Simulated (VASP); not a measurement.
# Hf5Ta in VASP: single point with LDA

Aim: the single point of Hf5Ta with LDA.

Program: VASP 6.6.1. These are calculated values, not measurements. Logs are shortened: lines on timing, memory, paths and dates and some standing lists are left out, and cuts for length are marked.

## Step 1: The cell of the first run

The cell holds a slab with vacuum, 6 atoms: a = 3.119 Å, b = 4.942 Å, c = 22.303 Å, α = 90.00°, β = 90.00°, γ = 90.00°.

## Step 2: Single point, LDA

File INCAR:

```
SYSTEM = Hf5Ta
  ALGO = Normal
  DIPOL = 0.5 0.5 0.500
  EDIFF = 1E-6
  ENCUT = 520
  GGA = CA
  IDIPOL = 3
  ISIF = 2
  ISMEAR = -1
  LASPH = .TRUE.
  LCHARG = .FALSE.
  LDIPOL = .TRUE.
  LREAL = .FALSE.
  LWAVE = .FALSE.
  NBANDS = 40
  NELM = 100
  PREC = Accurate
  SIGMA = 0.05
```

File KPOINTS:

```
k-points
0
G
  12 8 1
  0 0 0
```

File POSCAR:

```
Hf5Ta
1.0
    3.1189746401      0.0000000000      0.0000000000
    0.0000000000      4.9420572749      0.0000000000
    0.0000000000      0.0000000000     22.3026000000
Hf Ta
5 1
Direct
    0.7500000000      0.7500000000      0.3631568204
    0.2500000000      0.2500000000      0.4027226110
    0.7500000000      0.2500000000      0.5226598223
    0.7500000000      0.7500000000      0.5972774648
    0.2500000000      0.2500000000      0.6368431251
    0.2500000000      0.7500000000      0.4773401564
```

Potentials or basis: VASP PAW LDA potentials, release 64 (Hf_pv, Ta_pv).

Command:

```bash
$ cat potpaw_LDA.64/Hf_pv/POTCAR potpaw_LDA.64/Ta_pv/POTCAR > POTCAR
$ mpirun -np 1 vasp_std > vasp.out
```

OUTCAR:

```text
SYSTEM = Hf5Ta
   EDIFF = 1E-6
   ENCUT = 520
   GGA = CA
   ISIF = 2
   ISMEAR = -1
   LASPH = .TRUE.
   LREAL = .FALSE.
   NELM = 100
   PREC = Accurate

 ion  position               nearest neighbor table
   1  0.750  0.750  0.363-   6 2.99   6 2.99   2 3.05   2 3.05   2 3.05   2 3.05
   2  0.250  0.250  0.403-   6 2.98   6 2.98   1 3.05   1 3.05   1 3.05   1 3.05   3 3.10   3 3.10

   3  0.750  0.250  0.523-   4 2.98   4 2.98   5 2.99   5 2.99   6 3.09   6 3.09   6 3.09   6 3.09
                             2 3.10   2 3.10
   4  0.750  0.750  0.597-   3 2.98   3 2.98   5 3.05   5 3.05   5 3.05   5 3.05   6 3.10   6 3.10

   5  0.250  0.250  0.637-   3 2.99   3 2.99   4 3.05   4 3.05   4 3.05   4 3.05
   6  0.250  0.750  0.477-   2 2.98   2 2.98   1 2.99   1 2.99   3 3.09   3 3.09   3 3.09   3 3.09
                             4 3.10   4 3.10

  LATTYP: Found a simple orthorhombic cell.
 ALAT       =     3.1189746401
 B/A-ratio  =     1.5845134524
 C/A-ratio  =     7.1506192174

  Lattice vectors:

 A1 = (   3.1189746401,   0.0000000000,   0.0000000000)
 A2 = (   0.0000000000,   4.9420572749,   0.0000000000)
 A3 = (   0.0000000000,   0.0000000000,  22.3026000000)

Analysis of symmetry for initial positions (statically):
=====================================================================
 Subroutine PRICEL returns:
 Original cell was already a primitive cell.

 Routine SETGRP: Setting up the symmetry group for a
 simple orthorhombic supercell.

 Subroutine GETGRP returns: Found  4 space group operations
 (whereof  1 operations were pure point group operations)
 out of a pool of  8 trial point group operations.

The static configuration has the point symmetry C_1 .
 The point group associated with its full space group is C_2v.

Analysis of symmetry for dynamics (positions and initial velocities):
=====================================================================
 Subroutine PRICEL returns:
 Original cell was already a primitive cell.

 Routine SETGRP: Setting up the symmetry group for a
 simple orthorhombic supercell.

 Subroutine GETGRP returns: Found  4 space group operations
 (whereof  1 operations were pure point group operations)
 out of a pool of  8 trial point group operations.

The dynamic configuration has the point symmetry C_1 .
 The point group associated with its full space group is C_2v.

 Subroutine INISYM returns: Found  4 space group operations
[... 111 lines left out ...]
   ISIF   =      2    stress and relaxation
   ISYM   =      2    0-nonsym 1-usesym 2-fastsym
   POTIM  = 0.5000    time-step for ionic-motion
   TEBEG  =    0.0;   TEEND  =   0.0 temperature during run
   PSTRESS=    0.0 pullay stress
   NELECT =      61.0000    total number of electrons
   NUPDOWN=      -1.0000    fix difference up-down
   EMIN   =  10.00;   EMAX   =-10.00  energy-range for DOS
   EFERMI =   0.00;   METHOD = LEGACY
   ISMEAR =    -1;   SIGMA  =   0.05  broadening in eV -4-tet -1-fermi 0-gaus
   EFERMI_NEDOS =   21; number of points for ismear=-14 and -15
   IALGO  =     38    algorithm
   IMIX   =      4    mixing-type and parameters
     AMIX     =   0.40;   BMIX     =  1.00
     AMIX_MAG =   1.60;   BMIX_MAG =  1.00
  volume/ion in A,a.u.               =      57.30       386.65
  Fermi-wavevector in a.u.,A,eV,Ry     =   0.919940  1.738435 11.514482  0.846291
  Thomas-Fermi vector in A             =   2.045190
   LORBIT       =      0    0 simple, 1 ext, 2 COOP (PROOUT), +10 PAW based schemes
   GGA     = CA    functional components
   LHFCALC =     F    Hartree Fock is set to
   AEXX    =    0.0000 exact exchange contribution
   IVDW    =     0    specifies the selected vdW correction
   LEPSILON=     F    determine dielectric tensor
   LRPA    =     F    only Hartree local field effects (RPA)
 non-spin polarized calculation
  energy-cutoff  :      520.00
  volume of cell :      343.78
 maximum number of plane-waves:      9294
 NGX is ok and might be reduce to    24
   NGX = 11   NGY = 19   NGZ = 83

 dipolmoment           0.000000      0.000000     -0.001148 electrons x Angstroem

 number of electron      61.0000004 magnetization

 dipolmoment           0.000000      0.000000      0.004281 electrons x Angstroem

 Free energy of the ion-electron system (eV)
  ---------------------------------------------------
  ext. energy  EPLUGINS =         0.00000000
  ---------------------------------------------------
  free energy    TOTEN  =       -61.81980863 eV

  energy without entropy =      -61.74892676  energy(sigma->0) =      -61.78436769

 E-fermi :  -0.5970     XC(G=0):  -5.2763

 val. band max:       -0.5988179307   @ k =   0.0000   0.1250   0.0000
 cond. band min:      -0.5896128633   @ k =   0.3333   0.3750   0.0000
 fundamental gap:      0.0092050674
 Fermi energy:        -0.5969634855

 k-point     1 :       0.0000    0.0000    0.0000
  band No.  band energies     occupation
      1     -34.8559      2.00000
      2     -34.8166      2.00000
      3     -34.5662      2.00000
      4     -31.5450      2.00000
      5     -31.5141      2.00000
      6     -31.5118      2.00000
[... 1021 lines left out ...]
     39       0.9607      0.00000
     40       1.0962      0.00000

 [... further k-points ...]

------------------------ aborting loop because EDIFF is reached ----------------------------------------

 vacuum level on the upper side and lower side of the slab       (xc-potential included)        -0.144        -0.188

  FORCE on cell =-STRESS in cart. coord.  units (eV):
  Direction    XX          YY          ZZ          XY          YZ          ZX
  --------------------------------------------------------------------------------------
  -------------------------------------------------------------------------------------
  Total       -8.8664162     -3.6585023     -3.7705117      0.0000000      0.0000000      0.0000000
  in kB      -41.3222141    -17.0505661    -17.5725894      0.0000000      0.0000000      0.0000000
  external PRESSURE =     -25.3151232 kB  Pullay stress =       0.0000000 kB

 VOLUME and BASIS-vectors are now :
 -----------------------------------------------------------------------------
  energy-cutoff  :      520.00
  volume of cell :      343.78
      direct lattice vectors                 reciprocal lattice vectors
     3.118974640  0.000000000  0.000000000     0.320618189  0.000000000  0.000000000
     0.000000000  4.942057275  0.000000000     0.000000000  0.202344883  0.000000000
     0.000000000  0.000000000 22.302600000     0.000000000  0.000000000  0.044837822

 POSITION                                       TOTAL-FORCE (eV/Angst)
 -----------------------------------------------------------------------------------
      2.33923      3.70654      8.09934         0.000000      0.000000      0.904204
      0.77974      1.23551      8.98176         0.000000      0.000000      0.094273
      2.33923      1.23551     11.65667         0.000000      0.000000     -0.241068
      2.33923      3.70654     13.32084         0.000000      0.000000     -0.361393
      0.77974      1.23551     14.20326         0.000000      0.000000     -0.023213
      0.77974      3.70654     10.64593         0.000000      0.000000     -0.372802
 -----------------------------------------------------------------------------------
    total drift:                                0.000000     -0.000000      0.000061

  FREE ENERGIE OF THE ION-ELECTRON SYSTEM (eV)
  ---------------------------------------------------
  free  energy   TOTEN  =       -61.8198086325 eV

  energy  without entropy=      -61.7489267564  energy(sigma->0) =      -61.78436769

 vacuum level on the upper side and lower side of the slab         3.393         3.350
```

stdout:

```text
POSCAR found type information on POSCAR HfTa
 POSCAR found :  2 types and       6 ions
 scaLAPACK will be used
 LDA part: xc-table for (Slater(with rela. corr.)+CA(PZ))
 , standard interpolation
 POSCAR, INCAR and KPOINTS ok, starting setup
 FFT: planning ... GRIDC
 FFT: planning ... GRID_SOFT
 FFT: planning ... GRID
 WAVECAR not read
 entering main loop
```

Run time: 31 min. Hardware: 1 thread of Intel Xeon Platinum 8375C at 2.90GHz (Ice Lake), shared host; peak memory 0.59 GiB.

Results:

| Property | Result |
| --- | --- |
| Free energy | -61.8198 eV |
| Largest force | 0.904 eV/Å |
| Band gap on the k mesh | zero (an odd number of electrons rules out a gap without spin polarisation) |

Forces on the atoms (eV/Å):
```
Hf   0.000  0.000  0.904
Hf   0.000  0.000  0.094
Hf   0.000  0.000 -0.241
Hf   0.000  0.000 -0.361
Hf   0.000  0.000 -0.023
Ta   0.000  0.000 -0.373
```

Levels at points of the mesh, in eV from the Fermi level:
```csv
k point,band 28,band 29,band 30,band 31,band 32,band 33
"(0.00, 0.00, 0.00)",-0.50,-0.16,-0.04,0.44,0.53,0.64
"(0.50, 0.00, 0.00)",-1.37,-1.05,-1.05,0.27,0.36,0.39
"(0.00, 0.50, 0.00)",-0.92,-0.16,-0.11,0.03,0.30,0.51
"(0.50, 0.50, 0.00)",-1.04,-0.74,-0.54,0.36,0.39,0.76
```

Caveat: spin-orbit coupling is left out, which moves the levels of the heavy elements.
